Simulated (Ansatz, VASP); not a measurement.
## One calculation of Gd, two programs

```
Gd
1.0
     3.64000    0.00000    0.00000
    -1.82000    3.15233    0.00000
     0.00000    0.00000    5.78032
Gd
2
Direct
  0.33333 0.66667 0.75000
  0.66667 0.33333 0.25000
```

Alike in both runs: task single point; functional PBE; k mesh 6 × 6 × 4; occupations gaussian, width 0.1 eV; collinear spin; Hubbard terms Gd f U = 6.0 eV.

|  | VASP | Ansatz |
| --- | --- | --- |
| version | VASP 6.6.1 | Ansatz 0.2.0 |
| potentials or method | VASP PAW PBE potentials, release 64 (Gd), cutoff 520 eV | scalar-relativistic, plane waves, PAW |
| valence electrons in the cell | 36 | 36 |

|  | VASP | Ansatz | Ansatz less VASP |
| --- | --- | --- | --- |
| gap on the k mesh at the Fermi level (eV) | none | none | - |
| pressure (GPa) | 0.8 | 0.6 | -0.20 |
| traceless stress, the component that is largest in VASP (GPa) | 0.47 | 0.50 | +0.032 |
| net moment per atom (μB) | 7.80 | 7.80 | +0.002 |
| size of the moment on the site where the two differ most (μB) | 7.12 | 7.49 | +0.376 |

Site moments also hang on the region over which each program counts them. The programs project onto different local orbitals, so the same U acts differently, and such runs can settle in different states. A gap of «none» marks a metal or a gap that the smearing closes. Ansatz's warnings: filled band counts differ across k points.

Spin-orbit coupling is off throughout.
